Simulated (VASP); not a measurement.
Ta4GeIr: single point with PBE

The system is Ta4GeIr.

```
CELL_PARAMETERS angstrom
4.71862 0.00000 0.00000
-2.35931 4.08644 0.00000
0.00000 0.00000 5.40143
ATOMIC_POSITIONS crystal
Ta 0.33333 0.66667 0.75195
Ta 0.33333 0.66667 0.24805
Ta 0.66667 0.33333 0.75195
Ta 0.66667 0.33333 0.24805
Ge 0.00000 0.00000 0.50000
Ir 0.00000 0.00000 0.00000
```

```json
{
  "Program": "VASP 6.6.1",
  "Task": "single point",
  "Functional": "PBE",
  "Potentials or basis": "VASP PAW PBE potentials, release 64 (Ta_pv, Ge_d, Ir)",
  "Cutoff": "520 eV",
  "k mesh": "12 × 12 × 8",
  "Occupations": "gaussian, width 0.1 eV",
  "Spin": "no spin polarisation",
  "Dipole correction": "no",
  "Further INCAR settings": "ALGO = Fast; EDIFF = 1e-06; NBANDS = 42"
}
```

```
Pressure : 0.2 GPa
```

Levels at points of the mesh, in eV from the Fermi level:
| k point | band 31 | band 32 | band 33 | band 34 | band 35 | band 36 |
| --- | --- | --- | --- | --- | --- | --- |
| (0.00, 0.00, 0.00) | -0.63 | -0.63 | -0.57 | 0.16 | 0.16 | 1.15 |
| (0.50, 0.00, 0.00) | -1.23 | -0.79 | -0.70 | -0.48 | 0.11 | 0.61 |
| (0.00, 0.00, 0.50) | -1.19 | -0.48 | 0.03 | 0.38 | 0.38 | 1.08 |
| (0.50, 0.00, 0.50) | -0.52 | -0.40 | -0.10 | 0.00 | 0.64 | 1.05 |

It took 5 min on 1 thread of Intel(R) Xeon(R) 6975P-C (Granite Rapids), with other jobs on the host, peak memory 0.5 GiB.

Caveat: spin-orbit coupling is left out, which moves the levels of the heavy elements.
